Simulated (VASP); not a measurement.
Crystal: RbBr.

```
CELL_PARAMETERS angstrom
5.89014 0.00000 0.00000
-2.94507 5.10101 0.00000
0.00000 0.00000 6.87033
ATOMIC_POSITIONS crystal
Rb 0.33333 0.66667 0.93750
Rb 0.66667 0.33333 0.43750
Br 0.33333 0.66667 0.43750
Br 0.66667 0.33333 0.93750
```

Base run:

| Quantity | Value |
| --- | --- |
| Program | VASP 6.6.1 |
| Functional | r2SCAN |
| Potentials or basis | VASP PAW PBE potentials, release 64 (Rb_sv, Br) |
| Cutoff | 520 eV |
| k mesh | 6 × 6 × 4 |
| Occupations | gaussian, width 0.01 eV |
| Spin | no spin polarisation |

Its results: band gap on the k mesh 4.65 eV; pressure 0.0 GPa.

Task: The run is repeated on the same cell with these changes: functional from r2SCAN to PBEsol; k mesh from 6 × 6 × 4 to 6 × 6 × 2. What comes out?

Result: Band gap on the k mesh 4.07 eV; pressure -0.3 GPa.

Several settings changed at once.

Caveats: some runs use coarse meshes; the structure was generated, so it needn't be the stable form of RbBr; the PAW data sets were made with another functional, which shifts forces and pressure a little.

A k mesh can miss the band edges.
